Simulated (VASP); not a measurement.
ZnS: single point with PBE

The system is ZnS.

```
Zn S
1.0
     0.00000    2.70465    2.81284
     2.70465    0.00000    2.81284
     2.70465    2.70465    0.00000
Zn S
1 1
Direct
  0.00000 0.00000 0.00000
  0.75000 0.75000 0.75000
```

This cell differs from its parent crystal: strain +0.000 along x and y, +0.040 along z.

- Program: VASP 6.6.1
- Task: single point
- Functional: PBE
- Potentials or basis: VASP PAW PBE potentials, release 64 (Zn, S)
- Cutoff: 520 eV
- k mesh: 10 × 10 × 10
- Occupations: gaussian, width 0.05 eV
- Spin: no spin polarisation
- Dipole correction: no
- Further INCAR settings: ALGO = Normal; EDIFF = 1e-06; NBANDS = 16

| Item | Value |
| --- | --- |
| Pressure | -1.2 GPa |
| Band gap on the k mesh | 1.88 eV, direct |

Stress tensor (GPa, compression positive):
```
-0.67  0.00  0.00
 0.00 -0.67  0.00
 0.00  0.00 -2.40
```

Levels at points of the mesh, in eV from the valence-band top:
| k point | band 7 | band 8 | band 9 | band 10 | band 11 | band 12 |
| --- | --- | --- | --- | --- | --- | --- |
| (0.00, 0.00, 0.00) | -0.14 | 0.00 | 0.00 | 1.88 | 6.38 | 6.38 |
| (0.50, 0.00, 0.00) | -5.06 | -0.96 | -0.75 | 3.16 | 6.77 | 7.07 |
| (0.50, 0.50, 0.00) | -4.59 | -1.98 | -1.98 | 3.59 | 4.27 | 10.36 |
| (0.50, 0.00, 0.50) | -4.36 | -2.21 | -2.14 | 3.39 | 3.90 | 10.77 |

Wall time 120 s on 1 thread of Intel Xeon 8259CL, on a shared host, peak memory 0.21 GiB.

Caveat: the cell differs from its parent crystal (strain +0.000 along x and y, +0.040 along z).
